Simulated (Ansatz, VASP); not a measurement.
## BaS in VASP and in Ansatz

```
Ba S
1.0
     0.00000    3.51941    3.51941
     3.51941    0.00000    3.51941
     3.51941    3.51941    0.00000
Ba S
1 1
Direct
  0.00000 0.00000 0.00000
  0.25000 0.25000 0.25000
```

Alike in both runs: task single point; functional PBE-based screened hybrid; k mesh 4 × 4 × 4; no spin polarisation.

|  | VASP | Ansatz |
| --- | --- | --- |
| version | VASP 6.6.1 | Ansatz 0.2.0 |
| potentials or method | VASP PAW PBE potentials, release 64 (Ba_sv, S) | plane waves |
| plane-wave cutoff (eV) | 520 | 420 |
| occupations | gaussian, width 0.01 eV | fixed |
| valence electrons in the cell | 16 | 16 |

```tsv
	VASP	Ansatz	Ansatz less VASP
gap on the k mesh at the Fermi level (eV)	3.25	3.25	-0.007
pressure (GPa)	0.2	-0.2	-0.38
```

VASP's potentials were made for PBE, not for PBE-based screened hybrid. Ansatz's warnings: stress exchange threshold loose, stress scf threshold loose.

Spin-orbit coupling is off throughout.
